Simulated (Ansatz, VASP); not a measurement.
## Two plane-wave programs on AlN

```
Al N
1.0
     3.07563    0.00000    0.00000
    -1.53781    2.66357    0.00000
     0.00000    0.00000    4.92881
Al N
2 2
Direct
  0.33333 0.66667 0.99660
  0.66667 0.33333 0.49660
  0.33333 0.66667 0.37840
  0.66667 0.33333 0.87840
```

Change from the starting cell: hydrostatic strain -1.0%.

Alike in both runs: task single point; functional HSE06; k mesh 6 × 6 × 4; no spin polarisation.

```csv
,VASP,Ansatz
version,VASP 6.6.1,Ansatz 0.2.0
potentials or method,"VASP PAW PBE potentials, release 64 (Al, N)","plane waves, PAW"
plane-wave cutoff (eV),520,420
occupations,"gaussian, width 0.01 eV",fixed
valence electrons in the cell,16,16
```

Ansatz gave:

```
gap on the k mesh at the Fermi level (eV)                     : 5.89
pressure (GPa)                                                : 6.1
traceless stress, the component that is largest in VASP (GPa) : -0.62
rms of the force components (eV/Å)                            : 0.005
```

Q: What did VASP give for the same quantities?

A: gap on the k mesh at the Fermi level (eV): 5.88; pressure (GPa): 6.0; traceless stress, the component that is largest in VASP (GPa): -0.51; rms of the force components (eV/Å): 0.004.

Atom by atom the forces differ by 0.002 eV/Å (rms over components). Ansatz's warnings: stress exchange threshold loose, stress scf threshold loose.
